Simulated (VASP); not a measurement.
# In2O3 (R-3c) in VASP: single point with r2SCAN

Aim: the single point of In2O3 with r2SCAN.

Program: VASP 6.6.1. These are calculated values, not measurements. Logs are shortened: lines on timing, memory, paths and dates and some standing lists are left out, and cuts for length are marked.

## Step 1: The cell of the first run

The structure is trigonal, space group R-3c (No. 167). The conventional cell has a = 5.673 Å, b = 5.673 Å, c = 14.129 Å, α = 90.00°, β = 90.00°, γ = 120.00°. In (site symmetry 3) has 6 O at 2.16 to 2.28 Å within 2.9 Å. Within 3.1 Å of O (site symmetry 2) lie 4 In at 2.16 to 2.28 Å and 8 O at 2.91 to 3.09 Å.

## Step 2: Single point, r2SCAN (epitaxial xy strain +3.0%)

POSCAR

```
In2O3
1.0
    2.8365217899      1.6376666190      4.7095946457
   -2.8365217899      1.6376666190      4.7095946457
    0.0000000000     -3.2753332379      4.7095946457
In O
4 6
Direct
    0.6406745828      0.6406745828      0.6406745828
    0.8593254172      0.8593254172      0.8593254172
    0.3593254172      0.3593254172      0.3593254172
    0.1406745828      0.1406745828      0.1406745828
    0.0464653643      0.7500000000      0.4535346357
    0.7500000000      0.4535346357      0.0464653643
    0.4535346357      0.0464653643      0.7500000000
    0.9535346357      0.2500000000      0.5464653643
    0.5464653643      0.9535346357      0.2500000000
    0.2500000000      0.5464653643      0.9535346357
```

INCAR.step1

```
ALGO = Normal
EDIFF = 1E-4
ENCUT = 520
GGA = PE
ISMEAR = 0
LASPH = True
LCHARG = False
LREAL = False
LWAVE = True
NBANDS = 55
NELM = 60
PREC = Accurate
SIGMA = 0.01
```

INCAR.step2

```
ALGO = Normal
EDIFF = 1E-6
ENCUT = 520
ISIF = 2
ISMEAR = 0
ISTART = 1
LASPH = True
LCHARG = True
LELF = True
LMIXTAU = True
LREAL = False
LVHAR = True
LWAVE = False
METAGGA = R2SCAN
NBANDS = 55
NELM = 60
PREC = Accurate
SIGMA = 0.01
```

KPOINTS

```
k-points
0
Gamma
  6 6 6
```

Potentials or basis: VASP PAW PBE potentials, release 64 (In_d, O).

Run with:

```
$ cat potpaw_PBE.64/In_d/POTCAR potpaw_PBE.64/O/POTCAR > POTCAR
$ cp INCAR.step1 INCAR
$ mpirun -np 1 vasp_std > vasp.out
$ cp INCAR.step2 INCAR
$ mpirun -np 1 vasp_std > vasp.out
```

OUTCAR:

```text
EDIFF = 1E-6
   ENCUT = 520
   ISIF = 2
   ISMEAR = 0
   ISTART = 1
   LASPH = True
   LREAL = False
   METAGGA = R2SCAN
   NELM = 60
   PREC = Accurate

 ion  position               nearest neighbor table
   1  0.641  0.641  0.641-   8 2.16   9 2.16  10 2.16   6 2.28   7 2.28   5 2.28   2 3.09   3 3.36
                             3 3.36   3 3.36   2 3.65   2 3.65   2 3.65   3 3.98
   2  0.859  0.859  0.859-  10 2.16   9 2.16   8 2.16   5 2.28   7 2.28   6 2.28   1 3.09   4 3.36
                             4 3.36   4 3.36   1 3.65   1 3.65   1 3.65   4 3.98
   3  0.359  0.359  0.359-   5 2.16   7 2.16   6 2.16  10 2.28   9 2.28   8 2.28   4 3.09   1 3.36
                             1 3.36   1 3.36   4 3.65   4 3.65   4 3.65   1 3.98
   4  0.141  0.141  0.141-   6 2.16   7 2.16   5 2.16   8 2.28   9 2.28  10 2.28   3 3.09   2 3.36
                             2 3.36   2 3.36   3 3.65   3 3.65   3 3.65   2 3.98
   5  0.046  0.750  0.454-   3 2.16   4 2.16   2 2.28   1 2.28
   6  0.750  0.454  0.046-   4 2.16   3 2.16   1 2.28   2 2.28
   7  0.454  0.046  0.750-   3 2.16   4 2.16   1 2.28   2 2.28
   8  0.954  0.250  0.546-   1 2.16   2 2.16   4 2.28   3 2.28
   9  0.546  0.954  0.250-   1 2.16   2 2.16   3 2.28   4 2.28
  10  0.250  0.546  0.954-   2 2.16   1 2.16   3 2.28   4 2.28

  LATTYP: Found a trigonal (rhomboedric) cell.
 ALAT       =     5.7365572904
 COS(alpha) =     0.5110104551

  Lattice vectors:

 A1 = (   2.8365217899,   1.6376666190,   4.7095946457)
 A2 = (  -2.8365217899,   1.6376666190,   4.7095946457)
 A3 = (   0.0000000000,  -3.2753332379,   4.7095946457)

Analysis of symmetry for initial positions (statically):
=====================================================================
 Subroutine PRICEL returns:
 Original cell was already a primitive cell.

 Routine SETGRP: Setting up the symmetry group for a
 trigonal (rhombohedral) supercell.

 Subroutine GETGRP returns: Found 12 space group operations
 (whereof  6 operations were pure point group operations)
 out of a pool of 12 trial point group operations.

The static configuration has the point symmetry S_6 .
 The point group associated with its full space group is D_3d.

Analysis of symmetry for dynamics (positions and initial velocities):
=====================================================================
 Subroutine PRICEL returns:
 Original cell was already a primitive cell.

 Routine SETGRP: Setting up the symmetry group for a
 trigonal (rhombohedral) supercell.

 Subroutine GETGRP returns: Found 12 space group operations
 (whereof  6 operations were pure point group operations)
 out of a pool of 12 trial point group operations.

The dynamic configuration has the point symmetry S_6 .
 The point group associated with its full space group is D_3d.

 Subroutine INISYM returns: Found 12 space group operations
 (whereof  6 operations are pure point group operations),
 and found     1 'primitive' translations

----------------------------------------------------------------------------------------

                                     Primitive cell

  volume of cell :     131.2642

  direct lattice vectors                    reciprocal lattice vectors
     2.836521790  1.637666619  4.709594646     0.176272222  0.101770815  0.070777500
    -2.836521790  1.637666619  4.709594646    -0.176272222  0.101770815  0.070777500
     0.000000000 -3.275333238  4.709594646     0.000000000 -0.203541630  0.070777500

  length of vectors
     5.736557290  5.736557290  5.736557290     0.215496287  0.215496287  0.215496287

  position of ions in fractional coordinates (direct lattice)
     0.640674583  0.640674583  0.640674583
     0.859325417  0.859325417  0.859325417
     0.359325417  0.359325417  0.359325417
     0.140674583  0.140674583  0.140674583
     0.046465364  0.750000000  0.453534636
     0.750000000  0.453534636  0.046465364
     0.453534636  0.046465364  0.750000000
     0.953534636  0.250000000  0.546465364
     0.546465364  0.953534636  0.250000000
     0.250000000  0.546465364  0.953534636

  ion indices of the primitive-cell ions
   primitive index   ion index
                 1           1
                 2           2
                 3           3
                 4           4
                 5           5
                 6           6
                 7           7
                 8           8
                 9           9
                10          10

----------------------------------------------------------------------------------------

 KPOINTS: k-points

Automatic generation of k-mesh.
 Grid dimensions read from file:
 generate k-points for:    6    6    6

 Generating k-lattice:

  Cartesian coordinates                     Fractional coordinates (reciprocal lattice)
     0.029378704  0.016961803  0.011796250     0.166666667 -0.000000000 -0.000000000
    -0.029378704  0.016961803  0.011796250    -0.000000000  0.166666667 -0.000000000
     0.000000000 -0.033923605  0.011796250    -0.000000000 -0.000000000  0.166666667

  Length of vectors
     0.035916048  0.035916048  0.035916048

  Shift w.r.t. Gamma in fractional coordinates (k-lattice)
     0.000000000  0.000000000  0.000000000

 Subroutine IBZKPT returns following result:
 ===========================================

 Found     32 irreducible k-points:

 Following reciprocal coordinates:
            Coordinates               Weight
  0.000000  0.000000  0.000000      1.000000
  0.166667  0.000000 -0.000000      6.000000
  0.333333  0.000000 -0.000000      6.000000
  0.500000  0.000000  0.000000      3.000000
  0.166667  0.166667 -0.000000      6.000000
  0.333333  0.166667 -0.000000     12.000000
[... 16 lines left out ...]
  0.500000  0.500000  0.166667      6.000000
 -0.333333  0.500000  0.166667     12.000000
 [... further k-points ...]
   k-points           NKPTS =     32   k-points in BZ     NKDIM =     32   number of bands    NBANDS=     55
   number of dos      NEDOS =    301   number of ions     NIONS =     10
   total plane-waves  NPLWV = 110592
   dimension x,y,z NGX =    48 NGY =   48 NGZ =   48
   dimension x,y,z NGXF=    96 NGYF=   96 NGZF=   96
   ions per type =               4   6
   NGX,Y,Z   is equivalent  to a cutoff of  13.91, 13.91, 13.91 a.u.
   NGXF,Y,Z  is equivalent  to a cutoff of  27.82, 27.82, 27.82 a.u.
 SYSTEM =  unknown system
   PREC   = accura    normal or accurate (medium, high low for compatibility)
   ISTART =      1    job   : 0-new  1-cont  2-samecut
   ICHARG =      0    charge: 1-file 2-atom 10-const
   ISPIN  =      1    spin polarized calculation?
   LNONCOLLINEAR =      F non collinear calculations
   LSORBIT =      F    spin-orbit coupling
   LASPH  =      T    aspherical Exc in radial PAW
   ENCUT  =  520.0 eV  38.22 Ry    6.18 a.u.  10.67 10.67 10.67*2*pi/ulx,y,z
   NELM   =     60;   NELMIN=  2; NELMDL=  0     # of ELM steps
   EDIFF  = 0.1E-05   stopping-criterion for ELM
   LREAL  =      F    real-space projection
   EDIFFG = 0.1E-04   stopping-criterion for IOM
   NSW    =      0    number of steps for IOM
   IBRION =     -1    ionic relax: 0-MD 1-quasi-New 2-CG
   NFREE  =      0    steps in history (QN), initial steepest desc. (CG)
   ISIF   =      2    stress and relaxation
   ISYM   =      2    0-nonsym 1-usesym 2-fastsym
   POTIM  = 0.5000    time-step for ionic-motion
   TEBEG  =    0.0;   TEEND  =   0.0 temperature during run
   PSTRESS=    0.0 pullay stress
   NELECT =      88.0000    total number of electrons
   NUPDOWN=      -1.0000    fix difference up-down
   EMIN   =  10.00;   EMAX   =-10.00  energy-range for DOS
   EFERMI =   0.00;   METHOD = LEGACY
   ISMEAR =     0;   SIGMA  =   0.01  broadening in eV -4-tet -1-fermi 0-gaus
   EFERMI_NEDOS =   21; number of points for ismear=-14 and -15
   IALGO  =     38    algorithm
   IMIX   =      4    mixing-type and parameters
     AMIX     =   0.40;   BMIX     =  1.00
     AMIX_MAG =   1.60;   BMIX_MAG =  1.00
  volume/ion in A,a.u.               =      13.13        88.58
  Fermi-wavevector in a.u.,A,eV,Ry     =   1.432804  2.707608 27.931789  2.052929
  Thomas-Fermi vector in A             =   2.552392
   LORBIT       =      0    0 simple, 1 ext, 2 COOP (PROOUT), +10 PAW based schemes
   METAGGA = R2SCAN    functional components
   LHFCALC =     F    Hartree Fock is set to
   AEXX    =    0.0000 exact exchange contribution
   IVDW    =     0    specifies the selected vdW correction
   LEPSILON=     F    determine dielectric tensor
   LRPA    =     F    only Hartree local field effects (RPA)
 non-spin polarized calculation
 Gauss-broadening in eV      SIGMA  =   0.01
  energy-cutoff  :      520.00
  volume of cell :      131.26
 maximum number of plane-waves:      3556
 NGX is ok and might be reduce to    48
   NGX = 21   NGY = 21   NGZ = 21

 number of electron      87.9999982 magnetization

 Free energy of the ion-electron system (eV)
  ---------------------------------------------------
  ext. energy  EPLUGINS =         0.00000000
  ---------------------------------------------------
  free energy    TOTEN  =      -144.26828198 eV

  energy without entropy =     -144.26828198  energy(sigma->0) =     -144.26828198

 E-fermi :   4.9370     XC(G=0): -11.7277

 val. band max:        4.8548026762   @ k =  -0.1667   0.1667   0.0000
 cond. band min:       6.2852426091   @ k =   0.0000   0.0000   0.0000
 fundamental gap:      1.4304399330
 Fermi energy:         4.9370072261

 k-point     1 :       0.0000    0.0000    0.0000
  band No.  band energies     occupation
      1     -13.4774      2.00000
      2     -12.6548      2.00000
      3     -12.6548      2.00000
      4     -12.5097      2.00000
      5     -12.5097      2.00000
      6     -12.3149      2.00000
[... 47 lines left out ...]
     54      15.2237      0.00000
[... 1333 lines left out ...]
     54      15.8270      0.00000
     55      16.4201      0.00000

 [... further k-points ...]

------------------------ aborting loop because EDIFF is reached ----------------------------------------

  FORCE on cell =-STRESS in cart. coord.  units (eV):
  Direction    XX          YY          ZZ          XY          YZ          ZX
  --------------------------------------------------------------------------------------
  -------------------------------------------------------------------------------------
  Total       -6.9164615     -6.9164615      0.6674250      0.0000000      0.0000000      0.0000000
  in kB      -84.4205434    -84.4205434      8.1464172      0.0000000      0.0000000      0.0000000
  external PRESSURE =     -53.5648898 kB  Pullay stress =       0.0000000 kB

 VOLUME and BASIS-vectors are now :
 -----------------------------------------------------------------------------
  energy-cutoff  :      520.00
  volume of cell :      131.26
      direct lattice vectors                 reciprocal lattice vectors
     2.836521790  1.637666619  4.709594646     0.176272222  0.101770815  0.070777500
    -2.836521790  1.637666619  4.709594646    -0.176272222  0.101770815  0.070777500
     0.000000000 -3.275333238  4.709594646     0.000000000 -0.203541630  0.070777500

 POSITION                                       TOTAL-FORCE (eV/Angst)
 -----------------------------------------------------------------------------------
      0.00000      0.00000      9.05195        -0.000000     -0.000000     -0.022249
      0.00000      0.00000     12.14122        -0.000000      0.000000      0.022249
      0.00000      0.00000      5.07683        -0.000000      0.000000      0.022249
      0.00000      0.00000      1.98756        -0.000000     -0.000000     -0.022249
     -1.99559     -0.18113      5.88699         0.003139      0.005437      0.000000
      0.84093      1.81880      5.88699         0.003139     -0.005437      0.000000
      1.15466     -1.63767      5.88699        -0.006278     -0.000000      0.000000
      1.99559      0.18113      8.24179        -0.003139     -0.005437      0.000000
     -1.15466      1.63767      8.24179         0.006278      0.000000      0.000000
     -0.84093     -1.81880      8.24179        -0.003139      0.005437      0.000000
 -----------------------------------------------------------------------------------
    total drift:                                0.000000      0.000000     -0.000000

  FREE ENERGIE OF THE ION-ELECTRON SYSTEM (eV)
  ---------------------------------------------------
  free  energy   TOTEN  =      -144.2682819849 eV

  energy  without entropy=     -144.2682819849  energy(sigma->0) =     -144.26828198
```

It took 11 min on 1 thread of Intel Xeon 6975P-C (Granite Rapids), shared host; peak memory 0.45 GiB.

Results:

| Item | Value |
| --- | --- |
| Free energy | -144.2683 eV |
| Pressure | -5.4 GPa |
| Largest force | 0.022 eV/Å |
| Band gap on the k mesh | 1.43 eV (least direct gap 1.61 eV) |

Forces in eV/Å, atoms in the order of the input:
```
In   0.000  0.000 -0.022
In   0.000  0.000  0.022
In   0.000  0.000  0.022
In   0.000  0.000 -0.022
O    0.003  0.005  0.000
O    0.003 -0.005  0.000
O   -0.006  0.000  0.000
O   -0.003 -0.005  0.000
O    0.006  0.000  0.000
O   -0.003  0.005  0.000
```

Levels at points of the mesh, in eV from the valence-band top:
```tsv
k point	band 40	band 41	band 42	band 43	band 44	band 45	band 46	band 47	band 48	band 49
(0.00, 0.00, 0.00)	-0.28	-0.24	-0.24	-0.18	-0.18	1.43	5.83	6.62	7.08	9.49
(0.50, 0.00, 0.00)	-0.96	-0.62	-0.62	-0.07	-0.07	5.10	5.10	6.17	6.17	8.64
(0.50, 0.50, 0.00)	-0.91	-0.63	-0.31	-0.10	-0.06	5.46	5.56	6.46	6.68	7.83
(0.50, 0.50, 0.50)	-1.05	-0.31	-0.31	-0.31	-0.31	4.62	4.62	7.30	7.30	8.59
```

Caveat: the cell differs from its parent crystal (epitaxial xy strain +3.0%); the stress differs along the axes, from -8 to 1 GPa; the PAW data sets were made with another functional, which shifts forces and pressure a little; spin-orbit coupling is left out, which moves the levels of the heavy elements. A k mesh can miss the band edges.
